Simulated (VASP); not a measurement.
Input of a VASP 6.6.1 run:

The input INCAR:

```
SYSTEM = BaBi
  PREC = Accurate
  ENCUT = 520
  EDIFF = 1E-7
  ISMEAR = 0
  SIGMA = 0.1
  LREAL = .False.
  LASPH = .True.
  NELM = 80
  ALGO = Fast
  ISIF = 2
  LWAVE = .False.
  LCHARG = .False.
  GGA = PE
  NBANDS = 20
```

KPOINTS

```
Automatic mesh
0
Gamma
  14 14 14
  0 0 0
```

Contents of POSCAR:

```
BaBi
1.0
    4.3264338072      0.0000000000      0.0000000000
    0.0000000000      4.3264338072      0.0000000000
    0.0000000000      0.0000000000      4.3264338072
Ba Bi
1 1
Direct
    0.0000000000      0.0000000000      0.0000000000
    0.5000000000      0.5000000000      0.5000000000
```

Potentials or basis: VASP PAW PBE potentials, release 64 (Ba_sv, Bi_d).

Run with:

```console
$ cat potpaw_PBE.64/Ba_sv/POTCAR potpaw_PBE.64/Bi_d/POTCAR > POTCAR
$ mpirun -np 1 vasp_std > vasp.out
```

(1) What does it give for the band gap on the k mesh?

(2) Estimate the pressure.

Results:

(1) zero (an odd number of electrons rules out a gap without spin polarisation).

(2) 0.3 GPa.

Caveat: spin-orbit coupling is left out, which moves the levels of the heavy elements.
